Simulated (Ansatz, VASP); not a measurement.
One calculation of Sr2Ca, two programs

```
CELL_PARAMETERS angstrom
0.00000 4.55082 4.55082
4.55082 0.00000 4.55082
4.55082 4.55082 0.00000
ATOMIC_POSITIONS crystal
Sr 0.75000 0.75000 0.75000
Sr 0.25000 0.25000 0.25000
Ca 0.00000 0.00000 0.00000
```

Alike in both runs: functional PBE; k mesh 10 × 10 × 10; occupations gaussian, width 0.1 eV; no spin polarisation.

Ansatz relaxed the structure, and its values are those at the end. VASP's run is a single point on that final structure, the one shown.

|  | VASP | Ansatz |
| --- | --- | --- |
| version | VASP 6.6.1 | Ansatz 0.2.0 |
| potentials or method | VASP PAW PBE potentials, release 64 (Sr_sv, Ca_sv), cutoff 520 eV | scalar-relativistic, plane waves, PAW |
| valence electrons in the cell | 30 | 30 |

|  | VASP | Ansatz | Ansatz less VASP |
| --- | --- | --- | --- |
| gap on the k mesh at the Fermi level (eV) | none | none | - |
| pressure (GPa) | 0.0 | 0.0 | -0.02 |

A gap of «none» marks a metal or a gap that the smearing closes.
